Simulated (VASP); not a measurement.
Input of a VASP 6.6.1 run:

Contents of INCAR:

```
PREC = Accurate
ENCUT = 520
EDIFF = 1E-6
ISMEAR = 0
SIGMA = 0.02
LREAL = F
LASPH = T
NELM = 80
ALGO = Normal
ISIF = 2
LWAVE = F
LCHARG = F
GGA = PS
NBANDS = 15
```

File KPOINTS:

```
regular mesh
0
Gamma
  6 6 6
```

Contents of POSCAR:

```
KCl
1.0
    0.0000000000      3.1077801090      3.1077801090
    3.1077801090      0.0000000000      3.1077801090
    3.1077801090      3.1077801090      0.0000000000
K Cl
1 1
Direct
    0.0000000000      0.0000000000      0.0000000000
    0.5000000000      0.5000000000      0.5000000000
```

Potentials or basis: VASP PAW PBE potentials, release 64 (K_sv, Cl).

Command:

```bash
$ cat potpaw_PBE.64/K_sv/POTCAR potpaw_PBE.64/Cl/POTCAR > POTCAR
$ mpirun -np 1 vasp_std > vasp.out
```

Question: Estimate the band gap on the k mesh.

Answer: 5.14 eV, direct.

Question: Predict the pressure.

Answer: 0.3 GPa.

Caveat: the cell differs from its parent crystal (strained); the PAW data sets were made with another functional, which shifts forces and pressure a little.
